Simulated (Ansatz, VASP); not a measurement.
**KF: VASP beside Ansatz**

Contents of INCAR:

```
SYSTEM = KF
PREC = Accurate ; ENCUT = 520
EDIFF = 1E-7 ; ISMEAR = 0
SIGMA = 0.05 ; LREAL = .False.
LASPH = .True. ; NELM = 100
ALGO = Normal ; ISIF = 2
LWAVE = .False. ; LCHARG = .False.
GGA = CA ; NBANDS = 15
```

KPOINTS

```
regular mesh
0
Gamma
  8 8 8
  0 0 0
```

The input POSCAR:

```
KF
1.0
    0.0000000000      2.5254467726      2.5254467726
    2.5254467726      0.0000000000      2.5254467726
    2.5254467726      2.5254467726      0.0000000000
K F
1 1
Direct
    0.0000000000      0.0000000000      0.0000000000
    0.5000000000      0.5000000000      0.5000000000
```

Input for Ansatz:

```yaml
crystal:
  lattice:
    - [0.0, 2.5254467726, 2.5254467726]
    - [2.5254467726, 0.0, 2.5254467726]
    - [2.5254467726, 2.5254467726, 0.0]
  atoms:
    - { symbol: K, position: [0.0, 0.0, 0.0] }
    - { symbol: F, position: [0.5, 0.5, 0.5] }
basis:
  ecutwfc: 520.0
kpoints:
  mp_grid: { grid: [8, 8, 8] }
hamiltonian:
  xc: lda
scf:
  occupations: { method: gaussian, width: 0.05 }
output:
  forces: true
  stress: true
  eigenvalues: true
  write_density: true
  write_potential: true
  elf: true
  volumetric_format: npy
```

Alike in both runs: task single point; functional LDA; k mesh 8 × 8 × 8; occupations gaussian, width 0.05 eV; no spin polarisation.

|  | VASP | Ansatz |
| --- | --- | --- |
| version | VASP 6.6.1 | Ansatz 0.2.0 |
| potentials or method | VASP PAW LDA potentials, release 64 (K_sv, F), cutoff 520 eV | scalar-relativistic, plane waves, PAW |
| valence electrons in the cell | 16 | 16 |

VASP gave:

```
gap on the k mesh at the Fermi level (eV) : 6.73
least direct gap on the mesh (eV)         : 6.74
pressure (GPa)                            : 3.7
```

Problem. What did Ansatz give for the same quantities?

Solution. gap on the k mesh at the Fermi level (eV): 6.75; least direct gap on the mesh (eV): 6.76; pressure (GPa): 3.4.

LDA's correlation is that of Perdew and Zunger in VASP and of Perdew and Wang (1992) in Ansatz.
